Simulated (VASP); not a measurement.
Here is a VASP 6.6.1 calculation.

File INCAR:

```
SYSTEM = AlGa2N3
PREC = Accurate ; ENCUT = 600
EDIFF = 1E-6 ; ISMEAR = -1
SIGMA = 0.02 ; LREAL = .False.
LASPH = .True. ; NELM = 120
ALGO = Normal ; ISIF = 2
LWAVE = .False. ; LCHARG = .False.
GGA = PE ; NBANDS = 31
GGA_COMPAT = .False.
```

The input KPOINTS:

```
Automatic mesh
0
Gamma
  12 12 12
  0 0 0
```

POSCAR

```
AlGa2N3
1.0
   -1.4859139240      1.4859139240      6.3216380701
    1.4859139240     -1.4859139240      6.3216380701
    1.4859139240      1.4859139240     -6.3216380701
Al N Ga
1 3 2
Direct
    0.0000000000      0.0000000000      0.0000000000
    0.8366533783      0.8366533783      0.0000000000
    0.1633466217      0.1633466217      0.0000000000
    0.5000000000      0.5000000000      0.0000000000
    0.3342279049      0.3342279049      0.0000000000
    0.6657720951      0.6657720951      0.0000000000
```

Potentials or basis: VASP PAW PBE potentials, release 64 (Al, N, Ga_d).

Launch:

```sh
$ cat potpaw_PBE.64/Al/POTCAR potpaw_PBE.64/N/POTCAR potpaw_PBE.64/Ga_d/POTCAR > POTCAR
$ mpirun -np 1 vasp_std > vasp.out
```

(1) Predict the pressure.

(2) Predict the band gap on the k mesh.

(3) What does it give for the largest force?

Answers

(1) 0.3 GPa.

(2) 1.16 eV (least direct gap 2.18 eV).

(3) 0.023 eV/Å.
